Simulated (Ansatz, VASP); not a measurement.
## YAl2N3 in VASP and in Ansatz

```
CELL_PARAMETERS angstrom
-1.60309 1.60309 6.35857
1.60309 -1.60309 6.35857
1.60309 1.60309 -6.35857
ATOMIC_POSITIONS crystal
Y 0.00000 0.00000 0.00000
N 0.82123 0.82123 0.00000
N 0.17877 0.17877 0.00000
N 0.50000 0.50000 0.00000
Al 0.32737 0.32737 0.00000
Al 0.67263 0.67263 0.00000
```

Alike in both runs: task single point; functional PBE; k mesh 12 × 12 × 12; occupations fermi-dirac, width 0.02 eV; no spin polarisation.

|  | VASP | Ansatz |
| --- | --- | --- |
| version | VASP 6.6.1 | Ansatz 0.2.0 |
| potentials or method | VASP PAW PBE potentials, release 64 (Y_sv, N, Al) | plane waves, PAW |
| plane-wave cutoff (eV) | 520 | 420 |
| valence electrons in the cell | 32 | 32 |

```csv
,VASP,Ansatz,Ansatz less VASP
gap on the k mesh at the Fermi level (eV),0.90,0.90,+0.004
pressure (GPa),3.2,3.4,+0.27
rms of the force components (eV/Å),0.068,0.062,-0.0058
```

The functional is the same, so the differences come from potentials, cutoffs and numerics.
